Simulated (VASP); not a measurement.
# CdF2 (R-3m) in VASP: single point with r2SCAN

Aim: the single point of CdF2 with r2SCAN.

Everything below comes from runs of VASP 6.6.1. Logs are shortened: lines on timing, memory, paths and dates and some standing lists are left out, and cuts for length are marked.

## Step 1: The cell of the first run

The structure is trigonal, space group R-3m (No. 166). The conventional cell has a = 3.846 Å, b = 3.846 Å, c = 9.216 Å, α = 90.00°, β = 90.00°, γ = 120.00°. Cd (site symmetry -3m) has 8 F at 2.31 to 2.35 Å within 3.1 Å. F (site symmetry 3m) has 4 Cd at 2.31 to 2.35 Å and 6 F at 2.69 to 2.71 Å within 3.1 Å.

## Step 2: Single point, r2SCAN

POSCAR

```
CdF2
1.0
    3.8458797618      0.0000000000      0.0000000000
   -1.9229398809      3.3306295736      0.0000000000
    1.9229398809      1.1102098579      3.0720266160
Cd F
1 2
Direct
    0.0000000000      0.0000000000      0.0000000000
    0.4983568356      0.7491784178      0.7524647466
    0.5016431644      0.2508215822      0.2475352534
```

INCAR.step1

```
SYSTEM = CdF2
ALGO     = Normal         ! electronic algorithm
EDIFF    = 1E-4           ! SCF threshold, eV
ENCUT    = 520            ! plane-wave cutoff, eV
GGA      = PE             ! functional
ISMEAR   = 0              ! smearing method
LASPH    = .TRUE.         ! aspherical terms in the spheres
LCHARG   = .FALSE.        ! write CHGCAR
LREAL    = .FALSE.        ! projectors in reciprocal space
LWAVE    = .TRUE.         ! write WAVECAR
NBANDS   = 20             ! bands
NELM     = 80             ! most SCF steps
PREC     = Accurate       ! precision mode
SIGMA    = 0.02           ! smearing width, eV
```

INCAR.step2

```
SYSTEM = CdF2
ALGO     = Normal         ! electronic algorithm
EDIFF    = 1E-7           ! SCF threshold, eV
ENCUT    = 520            ! plane-wave cutoff, eV
ISIF     = 2              ! what is computed and relaxed
ISMEAR   = 0              ! smearing method
ISTART   = 1            
LASPH    = .TRUE.         ! aspherical terms in the spheres
LCHARG   = .FALSE.        ! write CHGCAR
LMIXTAU  = .TRUE.       
LREAL    = .FALSE.        ! projectors in reciprocal space
LWAVE    = .FALSE.        ! write WAVECAR
METAGGA  = R2SCAN         ! meta-GGA
NBANDS   = 20             ! bands
NELM     = 80             ! most SCF steps
PREC     = Accurate       ! precision mode
SIGMA    = 0.02           ! smearing width, eV
```

KPOINTS

```
k-points
0
G
  9 9 9
  0 0 0
```

Potentials or basis: VASP PAW PBE potentials, release 64 (Cd, F).

Started as:

```bash
cat potpaw_PBE.64/Cd/POTCAR potpaw_PBE.64/F/POTCAR > POTCAR
cp INCAR.step1 INCAR
mpirun -np 1 vasp_std > vasp.out
cp INCAR.step2 INCAR
mpirun -np 1 vasp_std > vasp.out
```

OUTCAR:

```text
SYSTEM = CdF2
   EDIFF = 1E-7
   ENCUT = 520
   ISIF = 2
   ISMEAR = 0
   ISTART = 1
   LASPH = .TRUE.
   LREAL = .FALSE.
   METAGGA = R2SCAN
   NELM = 80
   PREC = Accurate

 ion  position               nearest neighbor table
   1  0.000  0.000  0.000-   3 2.31   2 2.31   3 2.35   2 2.35   2 2.35   3 2.35   3 2.35   2 2.35

   2  0.498  0.749  0.752-   1 2.31   1 2.35   1 2.35   1 2.35
   3  0.502  0.251  0.248-   1 2.31   1 2.35   1 2.35   1 2.35

  LATTYP: Found a trigonal (rhomboedric) cell.
 ALAT       =     3.7904631964
 COS(alpha) =     0.4852731296

  Lattice vectors:

 A1 = (  -1.9229398809,   1.1102098579,   3.0720266160)
 A2 = (  -0.0000000000,  -2.2204197157,   3.0720266160)
 A3 = (   1.9229398809,   1.1102098579,   3.0720266160)

Analysis of symmetry for initial positions (statically):
=====================================================================
 Subroutine PRICEL returns:
 Original cell was already a primitive cell.

 Routine SETGRP: Setting up the symmetry group for a
 trigonal (rhombohedral) supercell.

 Subroutine GETGRP returns: Found 12 space group operations
 (whereof 12 operations were pure point group operations)
 out of a pool of 12 trial point group operations.

The static configuration has the point symmetry D_3d.

Analysis of symmetry for dynamics (positions and initial velocities):
=====================================================================
 Subroutine PRICEL returns:
 Original cell was already a primitive cell.

 Routine SETGRP: Setting up the symmetry group for a
 trigonal (rhombohedral) supercell.

 Subroutine GETGRP returns: Found 12 space group operations
 (whereof 12 operations were pure point group operations)
 out of a pool of 12 trial point group operations.

The dynamic configuration has the point symmetry D_3d.

 Subroutine INISYM returns: Found 12 space group operations
 (whereof 12 operations are pure point group operations),
 and found     1 'primitive' translations

----------------------------------------------------------------------------------------

                                     Primitive cell

  volume of cell :      39.3502

  direct lattice vectors                    reciprocal lattice vectors
     3.845879762  0.000000000  0.000000000     0.260018529  0.150121768 -0.217012009
    -1.922939881  3.330629574  0.000000000     0.000000000  0.300243536 -0.108506004
     1.922939881  1.110209858  3.072026616     0.000000000  0.000000000  0.325518013

  length of vectors
     3.845879762  3.845879762  3.790463196     0.370459705  0.319248702  0.325518013

  position of ions in fractional coordinates (direct lattice)
     0.000000000  0.000000000  0.000000000
     0.498356836  0.749178418  0.752464747
     0.501643164  0.250821582  0.247535253

  ion indices of the primitive-cell ions
   primitive index   ion index
                 1           1
                 2           2
                 3           3

----------------------------------------------------------------------------------------

 KPOINTS: k-points

Automatic generation of k-mesh.
 Grid dimensions read from file:
 generate k-points for:    9    9    9

 Generating k-lattice:

  Cartesian coordinates                     Fractional coordinates (reciprocal lattice)
     0.028890948  0.016680196 -0.024112445     0.111111111  0.000000000  0.000000000
     0.000000000  0.033360393 -0.012056223     0.000000000  0.111111111 -0.000000000
     0.000000000  0.000000000  0.036168668     0.000000000  0.000000000  0.111111111

  Length of vectors
     0.041162189  0.035472078  0.036168668

  Shift w.r.t. Gamma in fractional coordinates (k-lattice)
     0.000000000  0.000000000  0.000000000

 Subroutine IBZKPT returns following result:
 ===========================================

 Found     85 irreducible k-points:

 Following reciprocal coordinates:
            Coordinates               Weight
  0.000000  0.000000  0.000000      1.000000
  0.111111 -0.000000  0.000000      6.000000
  0.222222 -0.000000  0.000000      6.000000
  0.333333 -0.000000  0.000000      6.000000
  0.444444 -0.000000  0.000000      6.000000
  0.000000  0.111111  0.000000      6.000000
[... 16 lines left out ...]
  0.222222  0.444444  0.000000     12.000000
 -0.333333  0.444444  0.000000     12.000000
 [... further k-points ...]
   k-points           NKPTS =     85   k-points in BZ     NKDIM =     85   number of bands    NBANDS=     20
   number of dos      NEDOS =    301   number of ions     NIONS =      3
   total plane-waves  NPLWV =  25200
   dimension x,y,z NGX =    30 NGY =   30 NGZ =   28
   dimension x,y,z NGXF=    60 NGYF=   60 NGZF=   56
   ions per type =               1   2
   NGX,Y,Z   is equivalent  to a cutoff of  12.97, 12.97, 12.28 a.u.
   NGXF,Y,Z  is equivalent  to a cutoff of  25.94, 25.94, 24.56 a.u.
 SYSTEM =  CdF2
   PREC   = accura    normal or accurate (medium, high low for compatibility)
   ISTART =      1    job   : 0-new  1-cont  2-samecut
   ICHARG =      0    charge: 1-file 2-atom 10-const
   ISPIN  =      1    spin polarized calculation?
   LNONCOLLINEAR =      F non collinear calculations
   LSORBIT =      F    spin-orbit coupling
   LASPH  =      T    aspherical Exc in radial PAW
   ENCUT  =  520.0 eV  38.22 Ry    6.18 a.u.   7.15  7.15  7.05*2*pi/ulx,y,z
   NELM   =     80;   NELMIN=  2; NELMDL=  0     # of ELM steps
   EDIFF  = 0.1E-06   stopping-criterion for ELM
   LREAL  =      F    real-space projection
   EDIFFG = 0.1E-05   stopping-criterion for IOM
   NSW    =      0    number of steps for IOM
   IBRION =     -1    ionic relax: 0-MD 1-quasi-New 2-CG
   NFREE  =      0    steps in history (QN), initial steepest desc. (CG)
   ISIF   =      2    stress and relaxation
   ISYM   =      2    0-nonsym 1-usesym 2-fastsym
   POTIM  = 0.5000    time-step for ionic-motion
   TEBEG  =    0.0;   TEEND  =   0.0 temperature during run
   PSTRESS=    0.0 pullay stress
   NELECT =      26.0000    total number of electrons
   NUPDOWN=      -1.0000    fix difference up-down
   EMIN   =  10.00;   EMAX   =-10.00  energy-range for DOS
   EFERMI =   0.00;   METHOD = LEGACY
   ISMEAR =     0;   SIGMA  =   0.02  broadening in eV -4-tet -1-fermi 0-gaus
   EFERMI_NEDOS =   21; number of points for ismear=-14 and -15
   IALGO  =     38    algorithm
   IMIX   =      4    mixing-type and parameters
     AMIX     =   0.40;   BMIX     =  1.00
     AMIX_MAG =   1.60;   BMIX_MAG =  1.00
  volume/ion in A,a.u.               =      13.12        88.52
  Fermi-wavevector in a.u.,A,eV,Ry     =   1.425882  2.694526 27.662545  2.033140
  Thomas-Fermi vector in A             =   2.546219
   LORBIT       =      0    0 simple, 1 ext, 2 COOP (PROOUT), +10 PAW based schemes
   METAGGA = R2SCAN    functional components
   LHFCALC =     F    Hartree Fock is set to
   AEXX    =    0.0000 exact exchange contribution
   IVDW    =     0    specifies the selected vdW correction
   LEPSILON=     F    determine dielectric tensor
   LRPA    =     F    only Hartree local field effects (RPA)
 non-spin polarized calculation
 Gauss-broadening in eV      SIGMA  =   0.02
  energy-cutoff  :      520.00
  volume of cell :       39.35
 maximum number of plane-waves:      1074
 NGX is ok and might be reduce to    30
   NGX = 15   NGY = 15   NGZ = 15

 number of electron      25.9999998 magnetization

 Free energy of the ion-electron system (eV)
  ---------------------------------------------------
  ext. energy  EPLUGINS =         0.00000000
  ---------------------------------------------------
  free energy    TOTEN  =       -33.71863771 eV

  energy without entropy =      -33.71863771  energy(sigma->0) =      -33.71863771

 E-fermi :  -1.8320     XC(G=0): -11.0119

 val. band max:       -1.9402853080   @ k =   0.4444   0.2222   0.2222
 cond. band min:       1.8136526675   @ k =   0.0000   0.0000   0.0000
 fundamental gap:      3.7539379755
 Fermi energy:        -1.8319958077

 k-point     1 :       0.0000    0.0000    0.0000
  band No.  band energies     occupation
      1     -23.8194      2.00000
      2     -22.7703      2.00000
      3      -7.5354      2.00000
      4      -7.5204      2.00000
      5      -7.5203      2.00000
      6      -6.3152      2.00000
[... 12 lines left out ...]
     19      18.9013      0.00000
     20      18.9014      0.00000

 k-point     2 :       0.1111   -0.0000    0.0000
  band No.  band energies     occupation
      1     -23.7709      2.00000
      2     -22.8139      2.00000
      3      -7.4632      2.00000
      4      -7.4503      2.00000
      5      -7.3583      2.00000
      6      -6.3769      2.00000
[... 12 lines left out ...]
     19      18.2333      0.00000
     20      19.0325      0.00000

 k-point     3 :       0.2222   -0.0000    0.0000
  band No.  band energies     occupation
      1     -23.6449      2.00000
      2     -22.9215      2.00000
      3      -7.2623      2.00000
      4      -7.2431      2.00000
      5      -6.9289      2.00000
      6      -6.5900      2.00000
[... 12 lines left out ...]
     19      19.4175      0.00000
     20      20.6271      0.00000

 k-point     4 :       0.3333   -0.0000    0.0000
  band No.  band energies     occupation
      1     -23.4962      2.00000
      2     -23.0403      2.00000
      3      -6.9542      2.00000
      4      -6.9477      2.00000
      5      -6.9223      2.00000
      6      -6.4206      2.00000
[... 12 lines left out ...]
     19      19.4524      0.00000
     20      19.9999      0.00000

 k-point     5 :       0.4444   -0.0000    0.0000
  band No.  band energies     occupation
      1     -23.3957      2.00000
      2     -23.1160      2.00000
      3      -7.2412      2.00000
      4      -6.6511      2.00000
      5      -6.6041      2.00000
      6      -6.2099      2.00000
[... 12 lines left out ...]
     19      18.6258      0.00000
     20      20.5418      0.00000
[... 353 lines left out ...]
      6      -6.2572      2.00000
[... 12 lines left out ...]
     19      17.2880      0.00000
     20      17.6033      0.00000

 k-point    22 :       0.1111    0.4444    0.0000
  band No.  band energies     occupation
      1     -23.3108      2.00000
      2     -23.2362      2.00000
      3      -7.1599      2.00000
      4      -7.1291      2.00000
      5      -6.2870      2.00000
      6      -6.2791      2.00000
[... 12 lines left out ...]
     19      17.3051      0.00000
     20      19.3317      0.00000

 k-point    23 :       0.2222    0.4444    0.0000
  band No.  band energies     occupation
      1     -23.3702      2.00000
      2     -23.1686      2.00000
      3      -7.1202      2.00000
      4      -6.9876      2.00000
      5      -6.4375      2.00000
      6      -6.3000      2.00000
[... 12 lines left out ...]
     19      17.3739      0.00000
     20      20.9362      0.00000

 k-point    24 :      -0.3333    0.4444    0.0000
  band No.  band energies     occupation
      1     -23.4632      2.00000
      2     -23.0915      2.00000
      3      -7.2060      2.00000
      4      -7.1636      2.00000
      5      -6.3835      2.00000
      6      -6.3677      2.00000
[... 12 lines left out ...]
     19      17.0774      0.00000
     20      19.4940      0.00000

 [... further k-points ...]
[... 5 lines left out ...]
  --------------------------------------------------------------------------------------
  -------------------------------------------------------------------------------------
  Total       -0.0223041     -0.0223041      0.2740670      0.0000000      0.0000000      0.0000000
  in kB       -0.9081296     -0.9081296     11.1588723      0.0000000      0.0000000      0.0000000
  external PRESSURE =       3.1142043 kB  Pullay stress =       0.0000000 kB

 VOLUME and BASIS-vectors are now :
 -----------------------------------------------------------------------------
  energy-cutoff  :      520.00
  volume of cell :       39.35
      direct lattice vectors                 reciprocal lattice vectors
     3.845879762  0.000000000  0.000000000     0.260018529  0.150121768 -0.217012009
    -1.922939881  3.330629574  0.000000000     0.000000000  0.300243536 -0.108506004
     1.922939881  1.110209858  3.072026616     0.000000000  0.000000000  0.325518013

 POSITION                                       TOTAL-FORCE (eV/Angst)
 -----------------------------------------------------------------------------------
      0.00000      0.00000      0.00000        -0.000000      0.000000     -0.000000
      1.92294      3.33063      2.31159         0.000000      0.000000      0.012619
      1.92294      1.11021      0.76043        -0.000000     -0.000000     -0.012619
 -----------------------------------------------------------------------------------
    total drift:                               -0.000000     -0.000000     -0.000000

  FREE ENERGIE OF THE ION-ELECTRON SYSTEM (eV)
  ---------------------------------------------------
  free  energy   TOTEN  =       -33.7186377060 eV

  energy  without entropy=      -33.7186377060  energy(sigma->0) =      -33.71863771
```

Wall time 7.3 min (1 thread of Intel Xeon 8259CL, shared host); peak memory 0.21 GiB.

Results:

```yaml
Free_energy: -33.7186 eV
Pressure: 0.3 GPa
Largest_force: 0.013 eV/Å
Band_gap_on_the_k_mesh: 3.75 eV, indirect (least direct gap 4.18 eV)
```

Forces on the atoms (eV/Å):
```
Cd   0.000  0.000  0.000
F    0.000  0.000  0.013
F    0.000  0.000 -0.013
```

Levels at points of the mesh, in eV from the valence-band top:
```tsv
k point	band 9	band 10	band 11	band 12	band 13	band 14	band 15	band 16	band 17	band 18
(0.00, 0.00, 0.00)	-0.93	-0.93	-0.51	-0.51	-0.43	3.75	13.46	13.46	13.89	17.89
```

Caveat: the PAW data sets were made with another functional, which shifts forces and pressure a little.
